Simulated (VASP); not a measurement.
# PbO: single point with PBE

Crystal: PbO.

```
Pb O
1.0
     3.61816    0.00000    0.00000
    -1.80908    3.13342    0.00000
     0.00000    0.00000    6.35155
Pb O
2 2
Direct
  0.33333 0.66667 0.25000
  0.66667 0.33333 0.75000
  0.00000 0.00000 0.00000
  0.00000 0.00000 0.50000
```

```yaml
Program: VASP 6.6.1
Task: single point
Functional: PBE
Potentials_or_basis: VASP PAW PBE potentials, release 64 (Pb_d, O)
Cutoff: 520 eV
k_mesh: 10 × 10 × 6
Occupations: gaussian, width 0.05 eV
Spin: no spin polarisation
```

```
Pressure               : -0.1 GPa
Band gap on the k mesh : 0.18 eV (least direct gap 0.20 eV)
```

Levels at points of the mesh, in eV from the valence-band top:
| k point | band 16 | band 17 | band 18 | band 19 | band 20 | band 21 | band 22 | band 23 | band 24 | band 25 |
| --- | --- | --- | --- | --- | --- | --- | --- | --- | --- | --- |
| (0.00, 0.00, 0.00) | -2.17 | -2.17 | -1.83 | -1.83 | 0.00 | 0.37 | 5.57 | 5.57 | 7.98 | 8.28 |
| (0.50, 0.00, 0.00) | -4.13 | -3.10 | -1.91 | -1.52 | -0.31 | 0.29 | 3.41 | 3.85 | 4.89 | 5.53 |
| (0.00, 0.00, 0.50) | -2.01 | -2.01 | -2.01 | -1.76 | -1.76 | 3.86 | 3.86 | 6.70 | 6.70 | 6.70 |
| (0.50, 0.00, 0.50) | -3.75 | -2.56 | -2.56 | -1.61 | -1.61 | 1.78 | 1.78 | 5.58 | 5.58 | 5.70 |

Run time: 2.6 min on 1 thread of Intel(R) Xeon(R) Platinum 8488C (Sapphire Rapids) (shared host), peak memory 0.24 GiB.

Caveat: spin-orbit coupling is left out, which moves the levels of the heavy elements. A k mesh can miss the band edges.
